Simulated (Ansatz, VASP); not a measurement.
Ag: VASP beside Ansatz

INCAR

```
  ALGO = Normal
  DIPOL = 0.5 0.5 0.500
  EDIFF = 1E-6
  ENCUT = 520
  GGA = CA
  IDIPOL = 3
  ISIF = 2
  ISMEAR = 0
  LASPH = True
  LCHARG = False
  LDIPOL = True
  LREAL = False
  LWAVE = False
  NBANDS = 36
  NELM = 60
  PREC = Accurate
  SIGMA = 0.1
```

File KPOINTS:

```
k-points
0
Gamma
  12 12 1
```

File POSCAR:

```
Ag
1.0
    2.8297151295      0.0000000000      0.0000000000
   -1.4148575648      2.4506051876      0.0000000000
    0.0000000000      0.0000000000     24.2418109130
Ag
5
Direct
    0.6666666667      0.3333333333      0.3093828273
    0.3333333333      0.6666666667      0.4046914137
    0.0000000000      0.0000000000      0.5000000000
    0.6666666667      0.3333333333      0.5953085863
    0.3333333333      0.6666666667      0.6906171727
```

Input for Ansatz:

```yaml
crystal:
  lattice:
    - [2.8297151295, 0.0, 0.0]
    - [-1.4148575648, 2.4506051876, 0.0]
    - [0.0, 0.0, 24.241810913]
  atoms:
    - { symbol: Ag, position: [0.6666666667, 0.3333333333, 0.3093828273] }
    - { symbol: Ag, position: [0.3333333333, 0.6666666667, 0.4046914137] }
    - { symbol: Ag, position: [0.0, 0.0, 0.5] }
    - { symbol: Ag, position: [0.6666666667, 0.3333333333, 0.5953085863] }
    - { symbol: Ag, position: [0.3333333333, 0.6666666667, 0.6906171727] }
basis:
  ecutwfc: 420
kpoints:
  mp_grid: { grid: [12, 12, 1] }
hamiltonian:
  xc: lda
scf:
  occupations: { method: gaussian, width: 0.1 }
output:
  forces: true
  stress: true
  eigenvalues: true
  write_density: true
  write_potential: true
  elf: true
  volumetric_format: npy
efield:
  axis: 3
  dipole_correction: true
  ramp_width: 0.04
```

Alike in both runs: task single point; functional LDA; k mesh 12 × 12 × 1; occupations gaussian, width 0.1 eV; no spin polarisation.

```csv
,VASP,Ansatz
version,VASP 6.6.1,Ansatz 0.2.0
potentials or method,"VASP PAW LDA potentials, release 64 (Ag), cutoff 520 eV","scalar-relativistic, plane waves, PAW"
valence electrons in the cell,55,95
```

Ansatz gave:

```
gap on the k mesh at the Fermi level (eV) : none
rms of the force components (eV/Å)        : 0.027
```

**Question.** Estimate VASP's values.

**Answer.** gap on the k mesh at the Fermi level (eV): none; rms of the force components (eV/Å): 0.025.

LDA's correlation is that of Perdew and Zunger in VASP and of Perdew and Wang (1992) in Ansatz. Atom by atom the forces differ by 0.003 eV/Å (rms over components). A gap of «none» marks a metal or a gap that the smearing closes. VASP's potentials hold 55 valence electrons a cell and Ansatz's 95, so a difference there can come from the potentials and not from the codes.
